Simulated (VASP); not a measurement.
MgTl, 2 atoms in the cell. The structure is cubic, space group Pm-3m (No. 221). The conventional cell has a = 3.628 Å, b = 3.628 Å, c = 3.628 Å, α = 90.00°, β = 90.00°, γ = 90.00°. Mg (site symmetry m-3m) has 8 Tl at 3.14 Å and 6 Mg at 3.63 Å within 4.1 Å. Within 4.1 Å of Tl (site symmetry m-3m) lie 8 Mg at 3.14 Å and 6 Tl at 3.63 Å. 

```yaml
Program: VASP 6.6.1
Task: electric field gradients
Functional: PBEsol
Potentials_or_basis: VASP PAW PBE potentials, release 64 (Mg, Tl_d)
Cutoff: 520 eV
k_mesh: 10 × 10 × 10
Occupations: fermi-dirac, width 0.05 eV
Spin: no spin polarisation
Dipole_correction: no
Further_INCAR_settings: ALGO = Normal; EDIFF = 1e-08; NBANDS = 14
```

Potentials or basis: VASP PAW PBE potentials, release 64 (Mg, Tl_d).

The run is started by

```sh
$ cat potpaw_PBE.64/Mg/POTCAR potpaw_PBE.64/Tl_d/POTCAR > POTCAR
$ mpirun -np 1 vasp_std > vasp.out
```

Hardware: 1 thread of Intel(R) Xeon(R) 6975P-C (Granite Rapids), on a shared host.

Problem. Estimate the wall time of this run.

Solution. Wall time 13 s on 1 thread of Intel(R) Xeon(R) 6975P-C (Granite Rapids), on a shared host, peak memory 0.18 GiB. Counts: scf iterations 13, k points 56.
